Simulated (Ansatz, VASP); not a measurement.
## Ba2MgAlC6N6: VASP beside Ansatz

```
CELL_PARAMETERS angstrom
0.00000 5.11250 5.11250
5.11250 0.00000 5.11250
5.11250 5.11250 0.00000
ATOMIC_POSITIONS crystal
Ba 0.25000 0.25000 0.25000
Ba 0.75000 0.75000 0.75000
Mg 0.00000 0.00000 0.00000
Al 0.50000 0.50000 0.50000
C 0.80636 0.19364 0.19364
C 0.19364 0.80636 0.19364
C 0.19364 0.19364 0.80636
C 0.19364 0.80636 0.80636
C 0.80636 0.19364 0.80636
C 0.80636 0.80636 0.19364
N 0.69193 0.30807 0.30807
N 0.30807 0.69193 0.30807
N 0.30807 0.30807 0.69193
N 0.30807 0.69193 0.69193
N 0.69193 0.30807 0.69193
N 0.69193 0.69193 0.30807
```

Alike in both runs: task single point; functional PBE; k mesh 4 × 4 × 4; occupations gaussian, width 0.1 eV; no spin polarisation.

```csv
,VASP,Ansatz
version,VASP 6.6.1,Ansatz 0.2.0
potentials or method,"VASP PAW PBE potentials, release 64 (Ba_sv, Mg, Al, C, N), cutoff 520 eV","scalar-relativistic, plane waves, PAW"
valence electrons in the cell,79,87
```

VASP gave:

```
gap on the k mesh at the Fermi level (eV) : none
pressure (GPa)                            : 8.3
rms of the force components (eV/Å)        : 1.511
```

Task: What did Ansatz give for the same quantities?

Result: gap on the k mesh at the Fermi level (eV): none; pressure (GPa): 7.7; rms of the force components (eV/Å): 1.343.

Atom by atom the forces differ by 0.192 eV/Å (rms over components). A gap of «none» marks a metal or a gap that the smearing closes. The functional is the same, so the differences come from potentials, cutoffs and numerics. VASP's potentials hold 79 valence electrons a cell and Ansatz's 87, so a difference there can come from the potentials and not from the codes.

Spin-orbit coupling is off throughout. Noted on VASP's run: the standard files for N, O and F lose accuracy on very short bonds.
